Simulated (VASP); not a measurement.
# C4N (P6/mmm) in VASP: a series of runs

The runs below take C4N through single point, relaxation of cell and atoms, with PBE.

Everything below comes from runs of VASP 6.6.1. Logs are shortened: lines on timing, memory, paths and dates and some standing lists are left out, and cuts for length are marked.

**1. The cell of the first run**

It takes space group P6/mmm (No. 191, hexagonal). Conventional cell: a = 2.434 Å, b = 2.434 Å, c = 10.611 Å, α = 90.00°, β = 90.00°, γ = 120.00°. C (site symmetry 3m) has 3 C at 1.41 Å within 1.9 Å. Within 3.2 Å of N (site symmetry 6/mmm) lie 6 N at 2.43 Å.

**2. Single point, PBE**

INCAR

```
ALGO = Normal
EDIFF = 1E-6
ENCUT = 520
GGA = PE
ISIF = 2
ISMEAR = 0
LASPH = T
LCHARG = F
LREAL = F
LWAVE = F
NBANDS = 18
NELM = 100
PREC = Accurate
SIGMA = 0.1
```

KPOINTS

```
k-points
0
Gamma
  6 6 2
```

POSCAR

```
C4N
1.0
    2.4340897101      0.0000000000      0.0000000000
   -1.2170448550      2.1079835240      0.0000000000
    0.0000000000      0.0000000000     10.6109601553
C N
4 1
Direct
    0.3333333333      0.6666666667      0.6830889795
    0.3333333333      0.6666666667      0.3169046133
    0.6666666667      0.3333333333      0.3169110205
    0.6666666667      0.3333333333      0.6830953867
    0.0000000000      0.0000000000      0.0000000000
```

Potentials or basis: VASP PAW PBE potentials, release 64 (C, N).

Command:

```bash
$ cat potpaw_PBE.64/C/POTCAR potpaw_PBE.64/N/POTCAR > POTCAR
$ mpirun -np 1 vasp_std > vasp.out
```

OUTCAR:

```text
EDIFF = 1E-6
   ENCUT = 520
   GGA = PE
   ISIF = 2
   ISMEAR = 0
   LASPH = T
   LREAL = F
   NELM = 100
   PREC = Accurate

 ion  position               nearest neighbor table
   1  0.333  0.667  0.683-   4 1.41   4 1.41   4 1.41
   2  0.333  0.667  0.317-   3 1.41   3 1.41   3 1.41
   3  0.667  0.333  0.317-   2 1.41   2 1.41   2 1.41
   4  0.667  0.333  0.683-   1 1.41   1 1.41   1 1.41
   5  0.000  0.000  0.000-

  LATTYP: Found a hexagonal cell.
 ALAT       =     2.4340897101
 C/A-ratio  =     4.3593135090

  Lattice vectors:

 A1 = (   2.4340897101,   0.0000000000,   0.0000000000)
 A2 = (  -1.2170448550,   2.1079835240,   0.0000000000)
 A3 = (   0.0000000000,   0.0000000000,  10.6109601553)

Analysis of symmetry for initial positions (statically):
=====================================================================
 Subroutine PRICEL returns:
 Original cell was already a primitive cell.

 Routine SETGRP: Setting up the symmetry group for a
 hexagonal supercell.

 Subroutine GETGRP returns: Found 24 space group operations
 (whereof 24 operations were pure point group operations)
 out of a pool of 24 trial point group operations.

The static configuration has the point symmetry D_6h.

Analysis of symmetry for dynamics (positions and initial velocities):
=====================================================================
 Subroutine PRICEL returns:
 Original cell was already a primitive cell.

 Routine SETGRP: Setting up the symmetry group for a
 hexagonal supercell.

 Subroutine GETGRP returns: Found 24 space group operations
 (whereof 24 operations were pure point group operations)
 out of a pool of 24 trial point group operations.

The dynamic configuration has the point symmetry D_6h.

 Subroutine INISYM returns: Found 24 space group operations
 (whereof 24 operations are pure point group operations),
 and found     1 'primitive' translations

----------------------------------------------------------------------------------------

                                     Primitive cell

  volume of cell :      54.4451

  direct lattice vectors                    reciprocal lattice vectors
     2.434089710  0.000000000  0.000000000     0.410831201  0.237193505  0.000000000
    -1.217044855  2.107983524  0.000000000     0.000000000  0.474387009  0.000000000
     0.000000000  0.000000000 10.610960155     0.000000000  0.000000000  0.094242178

  length of vectors
     2.434089710  2.434089710 10.610960155     0.474387009  0.474387009  0.094242178

  position of ions in fractional coordinates (direct lattice)
     0.333333333  0.666666667  0.683088979
     0.333333333  0.666666667  0.316904613
     0.666666667  0.333333333  0.316911021
     0.666666667  0.333333333  0.683095387
     0.000000000  0.000000000  0.000000000

  ion indices of the primitive-cell ions
   primitive index   ion index
                 1           1
                 2           2
                 3           3
                 4           4
                 5           5

----------------------------------------------------------------------------------------

 KPOINTS: k-points

Automatic generation of k-mesh.
 Grid dimensions read from file:
 generate k-points for:    6    6    2

 Generating k-lattice:

  Cartesian coordinates                     Fractional coordinates (reciprocal lattice)
     0.068471867  0.039532251  0.000000000     0.166666667  0.000000000  0.000000000
     0.000000000  0.079064502  0.000000000     0.000000000  0.166666667  0.000000000
     0.000000000  0.000000000  0.047121089     0.000000000  0.000000000  0.500000000

  Length of vectors
     0.079064502  0.079064502  0.047121089

  Shift w.r.t. Gamma in fractional coordinates (k-lattice)
     0.000000000  0.000000000  0.000000000

 Subroutine IBZKPT returns following result:
 ===========================================

 Found     14 irreducible k-points:

 Following reciprocal coordinates:
            Coordinates               Weight
  0.000000  0.000000  0.000000      1.000000
  0.166667  0.000000  0.000000      6.000000
  0.333333  0.000000  0.000000      6.000000
  0.500000  0.000000  0.000000      3.000000
  0.166667  0.166667  0.000000      6.000000
  0.333333  0.166667  0.000000     12.000000
  0.333333  0.333333  0.000000      2.000000
  0.000000  0.000000  0.500000      1.000000
  0.166667  0.000000  0.500000      6.000000
  0.333333  0.000000  0.500000      6.000000
  0.500000  0.000000  0.500000      3.000000
  0.166667  0.166667  0.500000      6.000000
  0.333333  0.166667  0.500000     12.000000
  0.333333  0.333333  0.500000      2.000000
   k-points           NKPTS =     14   k-points in BZ     NKDIM =     14   number of bands    NBANDS=     18
   number of dos      NEDOS =    301   number of ions     NIONS =      5
   total plane-waves  NPLWV =  25920
   dimension x,y,z NGX =    18 NGY =   18 NGZ =   80
   dimension x,y,z NGXF=    36 NGYF=   36 NGZF=  160
   ions per type =               4   1
   NGX,Y,Z   is equivalent  to a cutoff of  12.29, 12.29, 12.53 a.u.
   NGXF,Y,Z  is equivalent  to a cutoff of  24.59, 24.59, 25.07 a.u.
 SYSTEM =  unknown system
   PREC   = accura    normal or accurate (medium, high low for compatibility)
   ISTART =      0    job   : 0-new  1-cont  2-samecut
   ICHARG =      2    charge: 1-file 2-atom 10-const
   ISPIN  =      1    spin polarized calculation?
   LNONCOLLINEAR =      F non collinear calculations
   LSORBIT =      F    spin-orbit coupling
   LASPH  =      T    aspherical Exc in radial PAW
   ENCUT  =  520.0 eV  38.22 Ry    6.18 a.u.   4.53  4.53 19.73*2*pi/ulx,y,z
   NELM   =    100;   NELMIN=  2; NELMDL= -5     # of ELM steps
   EDIFF  = 0.1E-05   stopping-criterion for ELM
   LREAL  =      F    real-space projection
   EDIFFG = 0.1E-04   stopping-criterion for IOM
   NSW    =      0    number of steps for IOM
   IBRION =     -1    ionic relax: 0-MD 1-quasi-New 2-CG
   NFREE  =      0    steps in history (QN), initial steepest desc. (CG)
   ISIF   =      2    stress and relaxation
   ISYM   =      2    0-nonsym 1-usesym 2-fastsym
   POTIM  = 0.5000    time-step for ionic-motion
   TEBEG  =    0.0;   TEEND  =   0.0 temperature during run
   PSTRESS=    0.0 pullay stress
   NELECT =      21.0000    total number of electrons
   NUPDOWN=      -1.0000    fix difference up-down
   EMIN   =  10.00;   EMAX   =-10.00  energy-range for DOS
   EFERMI =   0.00;   METHOD = LEGACY
   ISMEAR =     0;   SIGMA  =   0.10  broadening in eV -4-tet -1-fermi 0-gaus
   EFERMI_NEDOS =   21; number of points for ismear=-14 and -15
   IALGO  =     38    algorithm
   IMIX   =      4    mixing-type and parameters
     AMIX     =   0.40;   BMIX     =  1.00
     AMIX_MAG =   1.60;   BMIX_MAG =  1.00
  volume/ion in A,a.u.               =      10.89        73.48
  Fermi-wavevector in a.u.,A,eV,Ry     =   1.191686  2.251960 19.321839  1.420115
  Thomas-Fermi vector in A             =   2.327742
   LORBIT       =      0    0 simple, 1 ext, 2 COOP (PROOUT), +10 PAW based schemes
   GGA     = PE    functional components
   LHFCALC =     F    Hartree Fock is set to
   AEXX    =    0.0000 exact exchange contribution
   IVDW    =     0    specifies the selected vdW correction
   LEPSILON=     F    determine dielectric tensor
   LRPA    =     F    only Hartree local field effects (RPA)
 non-spin polarized calculation
 Gauss-broadening in eV      SIGMA  =   0.10
  energy-cutoff  :      520.00
  volume of cell :       54.45
 maximum number of plane-waves:      1504
   NGX =  9   NGY =  9   NGZ = 39

 number of electron      20.9999997 magnetization

 Free energy of the ion-electron system (eV)
  ---------------------------------------------------
  ext. energy  EPLUGINS =         0.00000000
  ---------------------------------------------------
  free energy    TOTEN  =       -39.90842344 eV

  energy without entropy =      -39.87740122  energy(sigma->0) =      -39.89291233

 E-fermi :   2.2742     XC(G=0):  -9.3599

 val. band max:        2.2623200011   @ k =   0.5000   0.0000   0.0000
 cond. band min:       2.2775741327   @ k =   0.3333   0.3333   0.5000
 fundamental gap:      0.0152541316
 Fermi energy:         2.2742066428

 k-point     1 :       0.0000    0.0000    0.0000
  band No.  band energies     occupation
      1     -17.5061      2.00000
      2     -17.4614      2.00000
      3     -12.3092      2.00000
      4      -5.6394      2.00000
      5      -5.2510      2.00000
      6      -0.7115      2.00000
[... 10 lines left out ...]
     17      10.9082      0.00000
     18      11.0899      0.00000

 k-point     2 :       0.1667    0.0000    0.0000
  band No.  band energies     occupation
      1     -16.8365      2.00000
      2     -16.7941      2.00000
      3     -11.7283      2.00000
      4      -4.8348      2.00000
      5      -4.4565      2.00000
      6      -3.0349      2.00000
[... 10 lines left out ...]
     17      11.7523      0.00000
     18      12.1126      0.00000

 k-point     3 :       0.3333    0.0000    0.0000
  band No.  band energies     occupation
      1     -14.8603      2.00000
      2     -14.8237      2.00000
      3     -10.2265      2.00000
      4      -7.4221      2.00000
      5      -7.4049      2.00000
      6      -3.5526      2.00000
[... 10 lines left out ...]
     17      10.5197      0.00000
     18      13.1775      0.00000

 k-point     4 :       0.5000    0.0000    0.0000
  band No.  band energies     occupation
      1     -12.0869      2.00000
      2     -12.0568      2.00000
      3     -11.1601      2.00000
      4     -11.1349      2.00000
      5      -9.1198      2.00000
      6      -4.2079      2.00000
[... 10 lines left out ...]
     17      14.0636      0.00000
     18      14.0821      0.00000

 k-point     5 :       0.1667    0.1667    0.0000
  band No.  band energies     occupation
      1     -15.5137      2.00000
      2     -15.4752      2.00000
      3     -10.6734      2.00000
      4      -5.4977      2.00000
      5      -5.4853      2.00000
      6      -4.2073      2.00000
[... 10 lines left out ...]
     17      12.6369      0.00000
     18      13.0598      0.00000

 k-point     6 :       0.3333    0.1667    0.0000
  band No.  band energies     occupation
      1     -12.9642      2.00000
      2     -12.9329      2.00000
      3      -9.2420      2.00000
      4      -9.2065      2.00000
      5      -9.1933      2.00000
      6      -5.8713      2.00000
[... 10 lines left out ...]
     17      12.8342      0.00000
     18      14.4669      0.00000

 k-point     7 :       0.3333    0.3333    0.0000
  band No.  band energies     occupation
      1     -10.3868      2.00000
      2     -10.3868      2.00000
      3     -10.3625      2.00000
      4     -10.3625      2.00000
      5      -8.6408      2.00000
      6      -8.4997      2.00000
[... 10 lines left out ...]
     17      15.4208      0.00000
     18      15.4208      0.00000

 k-point     8 :       0.0000    0.0000    0.5000
  band No.  band energies     occupation
      1     -17.5056      2.00000
      2     -17.4621      2.00000
      3     -12.3090      2.00000
      4      -5.6848      2.00000
      5      -5.1960      2.00000
      6      -0.7115      2.00000
[... 10 lines left out ...]
     17      10.9083      0.00000
     18      10.9083      0.00000

 k-point     9 :       0.1667    0.0000    0.5000
  band No.  band energies     occupation
      1     -16.8360      2.00000
      2     -16.7945      2.00000
      3     -11.7280      2.00000
      4      -4.8774      2.00000
      5      -4.4048      2.00000
      6      -3.0348      2.00000
[... 10 lines left out ...]
     17      12.0237      0.00000
     18      12.1543      0.00000

 k-point    10 :       0.3333    0.0000    0.5000
  band No.  band energies     occupation
      1     -14.8600      2.00000
      2     -14.8242      2.00000
      3     -10.2265      2.00000
      4      -7.4222      2.00000
      5      -7.4049      2.00000
      6      -3.5526      2.00000
[... 10 lines left out ...]
     17      10.5551      0.00000
     18      12.7870      0.00000

 k-point    11 :       0.5000    0.0000    0.5000
  band No.  band energies     occupation
      1     -12.0868      2.00000
      2     -12.0568      2.00000
      3     -11.1592      2.00000
      4     -11.1358      2.00000
      5      -9.1198      2.00000
      6      -4.2079      2.00000
[... 10 lines left out ...]
     17      13.5271      0.00000
     18      14.1756      0.00000

 k-point    12 :       0.1667    0.1667    0.5000
  band No.  band energies     occupation
      1     -15.5132      2.00000
      2     -15.4757      2.00000
      3     -10.6733      2.00000
      4      -5.4977      2.00000
      5      -5.4853      2.00000
      6      -4.2074      2.00000
[... 10 lines left out ...]
     17      12.6374      0.00000
     18      12.7941      0.00000

 k-point    13 :       0.3333    0.1667    0.5000
  band No.  band energies     occupation
      1     -12.9639      2.00000
      2     -12.9333      2.00000
      3      -9.2297      2.00000
      4      -9.2272      2.00000
      5      -9.1848      2.00000
      6      -5.8714      2.00000
[... 10 lines left out ...]
     17      12.8436      0.00000
     18      14.4790      0.00000

 k-point    14 :       0.3333    0.3333    0.5000
  band No.  band energies     occupation
      1     -10.3867      2.00000
      2     -10.3867      2.00000
      3     -10.3625      2.00000
      4     -10.3625      2.00000
      5      -8.6391      2.00000
      6      -8.5160      2.00000
[... 10 lines left out ...]
     17      15.2007      0.00000
     18      15.2007      0.00000

------------------------ aborting loop because EDIFF is reached ----------------------------------------

  FORCE on cell =-STRESS in cart. coord.  units (eV):
  Direction    XX          YY          ZZ          XY          YZ          ZX
  --------------------------------------------------------------------------------------
  -------------------------------------------------------------------------------------
  Total        0.1365192      0.1365192      0.0573115      0.0000000      0.0000000      0.0000000
  in kB        4.0174059      4.0174059      1.6865300      0.0000000      0.0000000      0.0000000
  external PRESSURE =       3.2404473 kB  Pullay stress =       0.0000000 kB

 VOLUME and BASIS-vectors are now :
 -----------------------------------------------------------------------------
  energy-cutoff  :      520.00
  volume of cell :       54.45
      direct lattice vectors                 reciprocal lattice vectors
     2.434089710  0.000000000  0.000000000     0.410831201  0.237193505  0.000000000
    -1.217044855  2.107983524  0.000000000     0.000000000  0.474387009  0.000000000
     0.000000000  0.000000000 10.610960155     0.000000000  0.000000000  0.094242178

 POSITION                                       TOTAL-FORCE (eV/Angst)
 -----------------------------------------------------------------------------------
     -0.00000      1.40532      7.24823        -0.000000      0.000000      0.002403
     -0.00000      1.40532      3.36266        -0.000000      0.000000     -0.002403
      1.21704      0.70266      3.36273         0.000000     -0.000000     -0.002403
      1.21704      0.70266      7.24830         0.000000     -0.000000      0.002403
      0.00000      0.00000      0.00000         0.000000     -0.000000      0.000000
 -----------------------------------------------------------------------------------
    total drift:                                0.000000      0.000000      0.000000

  FREE ENERGIE OF THE ION-ELECTRON SYSTEM (eV)
  ---------------------------------------------------
  free  energy   TOTEN  =       -39.9084234445 eV

  energy  without entropy=      -39.8774012226  energy(sigma->0) =      -39.89291233
```

It took 14 s on 1 thread of Intel Xeon Platinum 8488C (Sapphire Rapids), shared host; peak memory 0.16 GiB.

What came out:

```yaml
Free_energy: -39.9084 eV
Pressure: 0.3 GPa
```

Forces on the atoms (eV/Å):
```
C    0.000  0.000  0.002
C    0.000  0.000 -0.002
C    0.000  0.000 -0.002
C    0.000  0.000  0.002
N    0.000  0.000  0.000
```

Stress tensor (GPa, compression positive):
```
0.40 0.00 0.00
0.00 0.40 0.00
0.00 0.00 0.17
```

Levels at points of the mesh, in eV from the Fermi level:
```tsv
k point	band 7	band 8	band 9	band 10	band 11	band 12	band 13	band 14
(0.00, 0.00, 0.00)	-2.99	-2.98	-2.98	-2.30	2.65	2.65	4.38	8.58
(0.50, 0.00, 0.00)	-6.48	-3.95	-2.41	-2.16	-0.01	1.33	1.65	2.15
(0.00, 0.00, 0.50)	-2.99	-2.98	-2.98	-2.33	2.65	2.65	4.68	7.20
(0.50, 0.00, 0.50)	-6.48	-3.95	-2.44	-2.12	-0.02	1.33	1.74	2.07
```

Caveat: the k points lie up to 0.50 Å⁻¹ apart; this functional lacks dispersion, which binds the layers, so the pressure and a relaxed spacing across them are unreliable.

(Part 1 of 2 ends here.)
